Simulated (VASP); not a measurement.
Crystal: Ag.

```
CELL_PARAMETERS angstrom
-1.65565 1.65565 1.65565
1.65565 -1.65565 1.65565
1.65565 1.65565 -1.65565
ATOMIC_POSITIONS crystal
Ag 0.00000 0.00000 0.00000
```

```yaml
Program: VASP 6.6.1
Task: relaxation of cell and atoms
Functional: PBEsol
Potentials_or_basis: VASP PAW PBE potentials, release 64 (Ag)
Cutoff: 600 eV
k_mesh: 11 × 11 × 11
Occupations: fermi-dirac, width 0.05 eV
Spin: no spin polarisation
```

At the start: pressure -7.4 GPa; volume 18.15 Å³/atom.

Q: Where does the relaxation end?

A: Over 3 steps the energy falls by 35.2 meV/atom and the volume is 16.77 Å³/atom (-7.6 %); space group Im-3m (No. 229, to 0.05 Å).

The path:
```
step  energy change (eV)  largest force (eV/Å)  pressure (GPa)  volume (Å³)
   1              0.0000                0.0000           -7.43        18.15
   2             -0.0226                0.0000            5.83        16.03
   3             -0.0352                0.0000           -0.02        16.77
```

Final structure:
```
Ag
1.0
    -1.61231    1.61231    1.61231
     1.61231   -1.61231    1.61231
     1.61231    1.61231   -1.61231
Ag
1
Cartesian
  0.0000 0.0000 0.0000
```

Caveat: the PAW data sets were made with another functional, which shifts forces and pressure a little.
